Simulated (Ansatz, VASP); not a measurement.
## One calculation of Ru, two programs

The input INCAR:

```
SYSTEM = Ru
PREC = Accurate ; ENCUT = 500
EDIFF = 1E-7 ; ISMEAR = 0
SIGMA = 0.1 ; LREAL = .FALSE.
LASPH = .TRUE. ; NELM = 120
ALGO = Normal ; ISIF = 3
LWAVE = .FALSE. ; LCHARG = .FALSE.
GGA = PS ; IBRION = 2
NSW = 100 ; EDIFFG = -0.01
GGA_COMPAT = .FALSE. ; NELMIN = 4
```

The input KPOINTS:

```
Automatic mesh
0
G
  21 21 6
  0 0 0
```

Contents of POSCAR:

```
Ru
1.0
    2.6690461650      0.0000000000      0.0000000000
   -1.3345230825      2.3114617827      0.0000000000
    0.0000000000      0.0000000000      8.6650320218
Ru
4
Direct
    0.0000000000      0.0000000000      0.0000000000
    0.0000000000      0.0000000000      0.5000000000
    0.3333333333      0.6666666667      0.7500000000
    0.6666666667      0.3333333333      0.2500000000
```

Input for Ansatz:

```yaml
crystal:
  lattice:
    - [2.669046165, 0.0, 0.0]
    - [-1.3345230825, 2.3114617827, 0.0]
    - [0.0, 0.0, 8.6650320218]
  atoms:
    - { symbol: Ru, position: [0.0, 0.0, 0.0] }
    - { symbol: Ru, position: [0.0, 0.0, 0.5] }
    - { symbol: Ru, position: [0.3333333333, 0.6666666667, 0.75] }
    - { symbol: Ru, position: [0.6666666667, 0.3333333333, 0.25] }
basis:
  ecutwfc: 420
kpoints:
  mp_grid: { grid: [21, 21, 6] }
hamiltonian:
  xc: pbesol
scf:
  occupations: { method: gaussian, width: 0.1 }
output:
  forces: true
  stress: true
  eigenvalues: true
relax:
  adjacent_minimum: "off"
  f_tol: 0.01
  max_steps: 80
  cell: { stress_tol: 0.05 }
```

Alike in both runs: task relaxation of cell and atoms; functional PBEsol; k mesh 21 × 21 × 6; occupations gaussian, width 0.1 eV; no spin polarisation.

|  | VASP | Ansatz |
| --- | --- | --- |
| version | VASP 6.6.1 | Ansatz 0.2.0 |
| potentials or method | VASP PAW PBE potentials, release 64 (Ru_pv), cutoff 500 eV | scalar-relativistic, plane waves, PAW |
| valence electrons in the cell | 56 | 64 |

Ansatz gave:

| Quantity | Value |
| --- | --- |
| gap on the k mesh at the Fermi level, each at its own relaxed structure (eV) | none |
| relaxed volume (Å³/atom) | 13.37 |
| relaxed cell length with the largest relative difference (Å) | 2.677 |

Question: Estimate VASP's values.

Answer: gap on the k mesh at the Fermi level, each at its own relaxed structure (eV): none; relaxed volume (Å³/atom): 13.36; relaxed cell length with the largest relative difference (Å): 2.676.

VASP's potentials were made for PBE, not for PBEsol. A gap of «none» marks a metal or a gap that the smearing closes. VASP's potentials hold 56 valence electrons a cell and Ansatz's 64, so a difference there can come from the potentials and not from the codes.
